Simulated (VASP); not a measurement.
**ZnO: single point with PBE**

Crystal: ZnO.

```
Zn O
1.0
     3.27955    0.00000    0.00000
    -1.63978    2.84018    0.00000
     0.00000    0.00000    5.29344
Zn O
2 2
Cartesian
  0.0000 1.8935 4.2901
  1.6398 0.9467 1.6434
  1.6398 0.9467 3.6501
  0.0000 1.8935 1.0034
```

```yaml
Program: VASP 6.6.1
Task: single point
Functional: PBE
Potentials_or_basis: VASP PAW PBE potentials, release 64 (Zn, O)
Cutoff: 520 eV
k_mesh: 9 × 9 × 6
Occupations: gaussian, width 0.01 eV
Spin: no spin polarisation
```

The pressure is 0.9 GPa. The band gap on the k mesh is 0.73 eV.

Levels at points of the mesh, in eV from the valence-band top:
| k point | band 16 | band 17 | band 18 | band 19 | band 20 | band 21 |
| --- | --- | --- | --- | --- | --- | --- |
| (0.00, 0.00, 0.00) | -0.08 | 0.00 | 0.00 | 0.73 | 5.09 | 8.07 |
| (0.00, 0.00, 0.50) | -0.37 | -0.37 | -0.37 | 3.36 | 3.36 | 9.91 |

It took 44 s on 1 thread of Intel(R) Xeon(R) 6975P-C (Granite Rapids), with other jobs on the host, peak memory 0.18 GiB.
